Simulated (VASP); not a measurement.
# LiH (F-43m) in VASP: settings compared

LiH is run at these levels: PBE, r2SCAN; tasks: single point.

Program: VASP 6.6.1. These are calculated values, not measurements. Logs are shortened: lines on timing, memory, paths and dates and some standing lists are left out, and cuts for length are marked.

## (1) The cell of the first run

Symmetry: F-43m, No. 216, cubic system. The conventional cell has a = 4.290 Å, b = 4.290 Å, c = 4.290 Å, α = 90.00°, β = 90.00°, γ = 90.00°. Li (site symmetry -43m) has 4 H at 1.86 Å within 2.5 Å. Within 2.5 Å of H (site symmetry -43m) lie 4 Li at 1.86 Å.

## (2) Single point, PBE

File INCAR:

```
SYSTEM = LiH
PREC = Accurate
ENCUT = 520
EDIFF = 1E-7
ISMEAR = 0
SIGMA = 0.01
LREAL = .FALSE.
LASPH = .TRUE.
NELM = 100
ALGO = Normal
ISIF = 2
LWAVE = .FALSE.
LCHARG = .FALSE.
GGA = PE
NBANDS = 9
```

File KPOINTS:

```
regular mesh
0
G
  10 10 10
  0 0 0
```

File POSCAR:

```
LiH
1.0
    0.0000000000      2.1451220101      2.1451220101
    2.1451220101      0.0000000000      2.1451220101
    2.1451220101      2.1451220101      0.0000000000
Li H
1 1
Direct
    0.0000000000      0.0000000000      0.0000000000
    0.2500000000      0.2500000000      0.2500000000
```

Potentials or basis: VASP PAW PBE potentials, release 64 (Li_sv, H).

Run with:

```bash
cat potpaw_PBE.64/Li_sv/POTCAR potpaw_PBE.64/H/POTCAR > POTCAR
mpirun -np 1 vasp_std > vasp.out
```

OUTCAR:

```text
SYSTEM = LiH
   PREC = Accurate
   ENCUT = 520
   EDIFF = 1E-7
   ISMEAR = 0
   LREAL = .FALSE.
   LASPH = .TRUE.
   NELM = 100
   ISIF = 2
   GGA = PE

 ion  position               nearest neighbor table
   1  0.000  0.000  0.000-
   2  0.250  0.250  0.250-

  LATTYP: Found a face centered cubic cell.
 ALAT       =     4.2902440202

  Lattice vectors:

 A1 = (   0.0000000000,   2.1451220101,   2.1451220101)
 A2 = (   2.1451220101,   0.0000000000,   2.1451220101)
 A3 = (   2.1451220101,   2.1451220101,   0.0000000000)

Analysis of symmetry for initial positions (statically):
=====================================================================
 Subroutine PRICEL returns:
 Original cell was already a primitive cell.

 Routine SETGRP: Setting up the symmetry group for a
 face centered cubic supercell.

 Subroutine GETGRP returns: Found 24 space group operations
 (whereof 24 operations were pure point group operations)
 out of a pool of 48 trial point group operations.

The static configuration has the point symmetry T_d .

Analysis of symmetry for dynamics (positions and initial velocities):
=====================================================================
 Subroutine PRICEL returns:
 Original cell was already a primitive cell.

 Routine SETGRP: Setting up the symmetry group for a
 face centered cubic supercell.

 Subroutine GETGRP returns: Found 24 space group operations
 (whereof 24 operations were pure point group operations)
 out of a pool of 48 trial point group operations.

The dynamic configuration has the point symmetry T_d .

 Subroutine INISYM returns: Found 24 space group operations
 (whereof 24 operations are pure point group operations),
 and found     1 'primitive' translations

----------------------------------------------------------------------------------------

                                     Primitive cell

  volume of cell :      19.7418

  direct lattice vectors                    reciprocal lattice vectors
     0.000000000  2.145122010  2.145122010    -0.233086975  0.233086975  0.233086975
     2.145122010  0.000000000  2.145122010     0.233086975 -0.233086975  0.233086975
     2.145122010  2.145122010  0.000000000     0.233086975  0.233086975 -0.233086975

  length of vectors
     3.033660640  3.033660640  3.033660640     0.403718483  0.403718483  0.403718483

  position of ions in fractional coordinates (direct lattice)
     0.000000000  0.000000000  0.000000000
     0.250000000  0.250000000  0.250000000

  ion indices of the primitive-cell ions
   primitive index   ion index
                 1           1
                 2           2

----------------------------------------------------------------------------------------

 KPOINTS: regular mesh

Automatic generation of k-mesh.
 Grid dimensions read from file:
 generate k-points for:   10   10   10

 Generating k-lattice:

  Cartesian coordinates                     Fractional coordinates (reciprocal lattice)
    -0.023308697  0.023308697  0.023308697     0.100000000  0.000000000  0.000000000
     0.023308697 -0.023308697  0.023308697     0.000000000  0.100000000  0.000000000
     0.023308697  0.023308697 -0.023308697     0.000000000  0.000000000  0.100000000

  Length of vectors
     0.040371848  0.040371848  0.040371848

  Shift w.r.t. Gamma in fractional coordinates (k-lattice)
     0.000000000  0.000000000  0.000000000

 Subroutine IBZKPT returns following result:
 ===========================================

 Found     47 irreducible k-points:

 Following reciprocal coordinates:
            Coordinates               Weight
  0.000000  0.000000  0.000000      1.000000
  0.100000  0.000000  0.000000      8.000000
  0.200000  0.000000  0.000000      8.000000
  0.300000  0.000000  0.000000      8.000000
  0.400000  0.000000  0.000000      8.000000
  0.500000  0.000000  0.000000      4.000000
[... 16 lines left out ...]
  0.300000  0.300000  0.000000      6.000000
  0.400000  0.300000  0.000000     24.000000
 [... further k-points ...]
   k-points           NKPTS =     47   k-points in BZ     NKDIM =     47   number of bands    NBANDS=      9
   number of dos      NEDOS =    301   number of ions     NIONS =      2
   total plane-waves  NPLWV =  13824
   dimension x,y,z NGX =    24 NGY =   24 NGZ =   24
   dimension x,y,z NGXF=    48 NGYF=   48 NGZF=   48
   ions per type =               1   1
   NGX,Y,Z   is equivalent  to a cutoff of  13.15, 13.15, 13.15 a.u.
   NGXF,Y,Z  is equivalent  to a cutoff of  26.30, 26.30, 26.30 a.u.
 SYSTEM =  LiH
   PREC   = accura    normal or accurate (medium, high low for compatibility)
   ISTART =      0    job   : 0-new  1-cont  2-samecut
   ICHARG =      2    charge: 1-file 2-atom 10-const
   ISPIN  =      1    spin polarized calculation?
   LNONCOLLINEAR =      F non collinear calculations
   LSORBIT =      F    spin-orbit coupling
   LASPH  =      T    aspherical Exc in radial PAW
   ENCUT  =  520.0 eV  38.22 Ry    6.18 a.u.   5.64  5.64  5.64*2*pi/ulx,y,z
   NELM   =    100;   NELMIN=  2; NELMDL= -5     # of ELM steps
   EDIFF  = 0.1E-06   stopping-criterion for ELM
   LREAL  =      F    real-space projection
   EDIFFG = 0.1E-05   stopping-criterion for IOM
   NSW    =      0    number of steps for IOM
   IBRION =     -1    ionic relax: 0-MD 1-quasi-New 2-CG
   NFREE  =      0    steps in history (QN), initial steepest desc. (CG)
   ISIF   =      2    stress and relaxation
   ISYM   =      2    0-nonsym 1-usesym 2-fastsym
   POTIM  = 0.5000    time-step for ionic-motion
   TEBEG  =    0.0;   TEEND  =   0.0 temperature during run
   PSTRESS=    0.0 pullay stress
   NELECT =       4.0000    total number of electrons
   NUPDOWN=      -1.0000    fix difference up-down
   EMIN   =  10.00;   EMAX   =-10.00  energy-range for DOS
   EFERMI =   0.00;   METHOD = LEGACY
   ISMEAR =     0;   SIGMA  =   0.01  broadening in eV -4-tet -1-fermi 0-gaus
   EFERMI_NEDOS =   21; number of points for ismear=-14 and -15
   IALGO  =     38    algorithm
   IMIX   =      4    mixing-type and parameters
     AMIX     =   0.40;   BMIX     =  1.00
     AMIX_MAG =   1.60;   BMIX_MAG =  1.00
  volume/ion in A,a.u.               =       9.87        66.61
  Fermi-wavevector in a.u.,A,eV,Ry     =   0.961537  1.817042 12.579322  0.924554
  Thomas-Fermi vector in A             =   2.090918
   LORBIT       =      0    0 simple, 1 ext, 2 COOP (PROOUT), +10 PAW based schemes
   GGA     = PE    functional components
   LHFCALC =     F    Hartree Fock is set to
   AEXX    =    0.0000 exact exchange contribution
   IVDW    =     0    specifies the selected vdW correction
   LEPSILON=     F    determine dielectric tensor
   LRPA    =     F    only Hartree local field effects (RPA)
 non-spin polarized calculation
 Gauss-broadening in eV      SIGMA  =   0.01
  energy-cutoff  :      520.00
  volume of cell :       19.74
 maximum number of plane-waves:       544
   NGX = 11   NGY = 11   NGZ = 11

 number of electron       3.9999993 magnetization

 Free energy of the ion-electron system (eV)
  ---------------------------------------------------
  ext. energy  EPLUGINS =         0.00000000
  ---------------------------------------------------
  free energy    TOTEN  =        -6.03065792 eV

  energy without entropy =       -6.03065792  energy(sigma->0) =       -6.03065792

 E-fermi :  -1.5874     XC(G=0):  -7.6940

 val. band max:       -1.6856335655   @ k =  -0.3000   0.5000   0.2000
 cond. band min:       2.5538979584   @ k =   0.5000   0.0000   0.0000
 fundamental gap:      4.2395315238
 Fermi energy:        -1.5874349184

 k-point     1 :       0.0000    0.0000    0.0000
  band No.  band energies     occupation
      1     -45.0098      2.00000
      2      -5.3503      2.00000
      3      11.4121      0.00000
      4      15.6128      0.00000
      5      15.6128      0.00000
      6      15.6128      0.00000
      7      18.1801      0.00000
      8      18.1801      0.00000
      9      18.1801      0.00000

 k-point     2 :       0.1000    0.0000    0.0000
  band No.  band energies     occupation
      1     -45.0077      2.00000
      2      -5.1934      2.00000
      3      10.4744      0.00000
      4      14.3568      0.00000
      5      15.0578      0.00000
      6      15.0578      0.00000
      7      18.9916      0.00000
      8      18.9916      0.00000
      9      20.7717      0.00000

 k-point     3 :       0.2000    0.0000    0.0000
  band No.  band energies     occupation
      1     -45.0020      2.00000
      2      -4.7308      2.00000
      3       8.0182      0.00000
      4      14.0520      0.00000
      5      14.2701      0.00000
      6      14.2701      0.00000
      7      19.6809      0.00000
      8      19.6810      0.00000
      9      21.5088      0.00000

 k-point     4 :       0.3000    0.0000    0.0000
  band No.  band energies     occupation
      1     -44.9950      2.00000
      2      -4.0031      2.00000
      3       5.4379      0.00000
      4      13.7322      0.00000
      5      13.7323      0.00000
      6      14.2419      0.00000
      7      18.6794      0.00000
      8      18.6794      0.00000
      9      20.7883      0.00000
[... 205 lines left out ...]
 k-point    22 :      -0.2000    0.2000    0.0000
  band No.  band energies     occupation
      1     -44.9926      2.00000
      2      -3.7541      2.00000
      3       5.6436      0.00000
      4       9.9996      0.00000
      5      14.0265      0.00000
      6      14.9036      0.00000
      7      18.4775      0.00000
      8      20.1525      0.00000
      9      21.3235      0.00000

 k-point    23 :       0.3000    0.3000    0.0000
  band No.  band energies     occupation
      1     -44.9902      2.00000
      2      -3.5817      2.00000
      3       7.3524      0.00000
      4      10.3177      0.00000
      5      10.3177      0.00000
      6      11.6175      0.00000
      7      16.3202      0.00000
      8      25.7513      0.00000
      9      26.3992      0.00000

 k-point    24 :       0.4000    0.3000    0.0000
  band No.  band energies     occupation
      1     -44.9857      2.00000
      2      -2.9594      2.00000
      3       6.0378      0.00000
      4       9.1048      0.00000
      5       9.9251      0.00000
      6      11.6214      0.00000
      7      16.7165      0.00000
      8      25.4357      0.00000
      9      26.1425      0.00000

 [... further k-points ...]

------------------------ aborting loop because EDIFF is reached ----------------------------------------

  FORCE on cell =-STRESS in cart. coord.  units (eV):
  Direction    XX          YY          ZZ          XY          YZ          ZX
  --------------------------------------------------------------------------------------
  -------------------------------------------------------------------------------------
  Total       -0.0242227     -0.0242227     -0.0242227      0.0000000      0.0000000     -0.0000000
  in kB       -1.9658333     -1.9658333     -1.9658333      0.0000000      0.0000000     -0.0000000
  external PRESSURE =      -1.9658333 kB  Pullay stress =       0.0000000 kB

 VOLUME and BASIS-vectors are now :
 -----------------------------------------------------------------------------
  energy-cutoff  :      520.00
  volume of cell :       19.74
      direct lattice vectors                 reciprocal lattice vectors
     0.000000000  2.145122010  2.145122010    -0.233086975  0.233086975  0.233086975
     2.145122010  0.000000000  2.145122010     0.233086975 -0.233086975  0.233086975
     2.145122010  2.145122010  0.000000000     0.233086975  0.233086975 -0.233086975

 POSITION                                       TOTAL-FORCE (eV/Angst)
 -----------------------------------------------------------------------------------
      0.00000      0.00000      0.00000         0.000000     -0.000000     -0.000000
      1.07256      1.07256      1.07256        -0.000000      0.000000      0.000000
 -----------------------------------------------------------------------------------
    total drift:                                0.000000      0.000000      0.000000

  FREE ENERGIE OF THE ION-ELECTRON SYSTEM (eV)
  ---------------------------------------------------
  free  energy   TOTEN  =        -6.0306579177 eV

  energy  without entropy=       -6.0306579177  energy(sigma->0) =       -6.03065792
```

Wall time 7.5 s (1 thread of Intel Xeon Platinum 8488C (Sapphire Rapids), shared host); peak memory 0.13 GiB.

What came out:

```yaml
Free_energy: -6.0307 eV
Band_gap_on_the_k_mesh: 4.24 eV, indirect (least direct gap 5.27 eV)
```

Levels at points of the mesh, in eV from the valence-band top:
```tsv
k point	band 1	band 2	band 3	band 4	band 5
(0.00, 0.00, 0.00)	-43.32	-3.66	13.10	17.30	17.30
(0.50, 0.00, 0.00)	-43.30	-1.03	4.24	15.08	15.08
(0.50, 0.50, 0.00)	-43.29	-0.31	7.22	9.99	10.76
```

Caveat: the cutoff is under 1.25 times the usual one of these potentials, so pressure, stress and relaxed cells hold a basis-set (Pulay) error.

## (3) Single point, r2SCAN (volume changed by -6%)

File POSCAR:

```
LiH
1.0
    0.0000000000      2.1013317226      2.1013317226
    2.1013317226      0.0000000000      2.1013317226
    2.1013317226      2.1013317226      0.0000000000
Li H
1 1
Direct
    0.0000000000      0.0000000000      0.0000000000
    0.2500000000      0.2500000000      0.2500000000
```

File INCAR.step1:

```
PREC = Accurate ; ENCUT = 520
ISMEAR = 0 ; SIGMA = 0.01
LREAL = F ; LASPH = T
NELM = 60 ; NBANDS = 9
GGA = PE ; ALGO = Normal
EDIFF = 1E-4 ; LWAVE = T
LCHARG = F
```

File INCAR.step2:

```
PREC = Accurate ; ENCUT = 520
EDIFF = 1E-7 ; ISMEAR = 0
SIGMA = 0.01 ; LREAL = F
LASPH = T ; NELM = 60
ALGO = Normal ; ISIF = 2
LWAVE = F ; LCHARG = T
METAGGA = R2SCAN ; LMIXTAU = T
LELF = T ; LVHAR = T
NBANDS = 9 ; ISTART = 1
```

File KPOINTS:

```
regular mesh
0
Gamma
  8 8 8
```

Potentials or basis: VASP PAW PBE potentials, release 64 (Li_sv, H).

Run with:

```bash
cat potpaw_PBE.64/Li_sv/POTCAR potpaw_PBE.64/H/POTCAR > POTCAR
cp INCAR.step1 INCAR
mpirun -np 1 vasp_std > vasp.out
cp INCAR.step2 INCAR
mpirun -np 1 vasp_std > vasp.out
```

Wall time 39 s (1 thread of Intel Xeon Platinum 8488C (Sapphire Rapids), shared host); peak memory 0.13 GiB.

Results (log left out):

```yaml
Free_energy: -6.7026 eV
Band_gap_on_the_k_mesh: 4.88 eV, indirect (least direct gap 6.00 eV)
```

Levels at points of the mesh, in eV from the valence-band top:
| k point | band 1 | band 2 | band 3 | band 4 | band 5 | band 6 |
| --- | --- | --- | --- | --- | --- | --- |
| (0.00, 0.00, 0.00) | -44.57 | -3.85 | 14.73 | 19.53 | 19.53 | 19.53 |
| (0.50, 0.00, 0.00) | -44.54 | -1.13 | 4.88 | 16.79 | 16.79 | 18.01 |
| (0.50, 0.50, 0.00) | -44.53 | -0.36 | 8.03 | 11.09 | 11.88 | 11.88 |

Caveat: the cutoff is under 1.25 times the usual one of these potentials, so pressure, stress and relaxed cells hold a basis-set (Pulay) error; the PAW data sets were made with another functional, which shifts forces and pressure a little.

(Part 1 of 2 ends here.)
